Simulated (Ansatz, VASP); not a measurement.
One calculation of Bi2Te3, two programs

```
Bi Te
1.0
     2.23781    1.29200    9.84286
    -2.23781    1.29200    9.84286
     0.00000   -2.58400    9.84286
Bi Te
2 3
Direct
  0.81017 0.81017 0.81017
  0.39982 0.39982 0.39982
  0.60563 0.60563 0.60563
  0.20297 0.20297 0.20297
  0.00642 0.00642 0.00642
```

Alike in both runs: functional PBE; k mesh 6 × 6 × 6; occupations gaussian, width 0.1 eV; no spin polarisation.

Ansatz relaxed the structure, and its values are those at the end. VASP's run is a single point on that final structure, the one shown.

```csv
,VASP,Ansatz
version,VASP 6.6.1,Ansatz 0.2.0
potentials or method,"VASP PAW PBE potentials, release 64 (Bi_d, Te), cutoff 520 eV","scalar-relativistic, plane waves, PAW"
valence electrons in the cell,48,78
```

Ansatz gave:

* gap on the k mesh at the Fermi level (eV): none
* pressure (GPa): 0.1
* rms of the force components (eV/Å): 0.016

Question: Which values does VASP return?

Answer: gap on the k mesh at the Fermi level (eV): none; pressure (GPa): 0.0; rms of the force components (eV/Å): 0.016.

A gap of «none» marks a metal or a gap that the smearing closes. With one functional, cell and mesh, what is left measures potentials, basis and numerics. VASP's potentials hold 48 valence electrons a cell and Ansatz's 78, so a difference there can come from the potentials and not from the codes.

Neither program's run includes spin-orbit coupling.
